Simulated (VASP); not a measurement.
Write the native input for VASP 6.6.1 that does the following.

```yaml
Task: single point
Functional: PBEsol
Potentials_or_basis: VASP PAW PBE potentials, release 64 (O, As, Si)
Cutoff: 520 eV
k_mesh: 8 × 8 × 8
Occupations: gaussian, width 0.037 eV
Spin: no spin polarisation
Dipole_correction: no
k_mesh_for_the_DOS: 12 × 12 × 12
Occupations_for_the_DOS: tetrahedron
Further_INCAR_settings: ALGO = Normal; EDIFF = 1e-06
```

SiAsO4:

```
O As Si
1.0
     0.00000    4.73866    0.00000
     4.73866    0.00000    0.00000
     2.36933    2.36933   -3.61513
O As Si
4 1 1
Cartesian
  3.1173 3.6654 -2.6580
  1.2961 3.9907 -0.9571
  6.3600 5.8119 -2.6580
  3.4426 0.7479 -0.9571
  0.0000 0.0000 0.0000
  2.3693 4.7387 -1.8076
```

The input as run:

POSCAR

```
SiAsO4
1.0
    0.0000000000      4.7386580000      0.0000000000
    4.7386580000      0.0000000000      0.0000000000
    2.3693290000      2.3693290000     -3.6151350000
O As Si
4 1 1
Direct
    0.4058900000      0.2902200000      0.7352400000
    0.7097800000      0.1411300000      0.2647600000
    0.8588700000      0.9745400000      0.7352400000
    0.0254600000      0.5941100000      0.2647600000
    0.0000000000      0.0000000000      0.0000000000
    0.7500000000      0.2500000000      0.5000000000
```

INCAR.step1

```
SYSTEM = SiAsO4
ALGO = Normal
EDIFF = 1E-6
ENCUT = 520
GGA = PS
GGA_COMPAT = .False.
ISIF = 2
ISMEAR = 0
LASPH = .True.
LCHARG = .True.
LORBIT = 11
LREAL = .False.
LWAVE = .False.
NBANDS = 26
NEDOS = 2001
NELM = 120
PREC = Accurate
SIGMA = 0.037
```

KPOINTS.step1

```
k-points
0
Gamma
  8 8 8
  0 0 0
```

INCAR.step2

```
SYSTEM = SiAsO4
ALGO = Normal
EDIFF = 1E-6
ENCUT = 520
GGA = PS
GGA_COMPAT = .False.
ICHARG = 11
ISIF = 2
ISMEAR = -5
LASPH = .True.
LCHARG = .False.
LORBIT = 11
LREAL = .False.
LWAVE = .False.
NEDOS = 2001
NELM = 120
PREC = Accurate
SIGMA = 0.037
```

KPOINTS.step2

```
k-points
0
Gamma
  12 12 12
  0 0 0
```

Potentials or basis: VASP PAW PBE potentials, release 64 (O, As, Si).

Run with:

```console
$ cat potpaw_PBE.64/O/POTCAR potpaw_PBE.64/As/POTCAR potpaw_PBE.64/Si/POTCAR > POTCAR
$ cp INCAR.step1 INCAR
$ cp KPOINTS.step1 KPOINTS
$ mpirun -np 1 vasp_std > vasp.out
$ cp INCAR.step2 INCAR
$ cp KPOINTS.step2 KPOINTS
$ mpirun -np 1 vasp_std > vasp.out
```

Results of the run:

```yaml
Valence_electrons_inside_the_program's_atomic_spheres: O 5.18; As 2.78; Si 1.88
```

Caveat: an odd number of electrons without spin polarisation forces a metal; a magnetic or distorted state may lie lower.

Run time: 10 min on 1 thread of Intel Xeon 8259CL, on a shared host, peak memory 0.49 GiB.
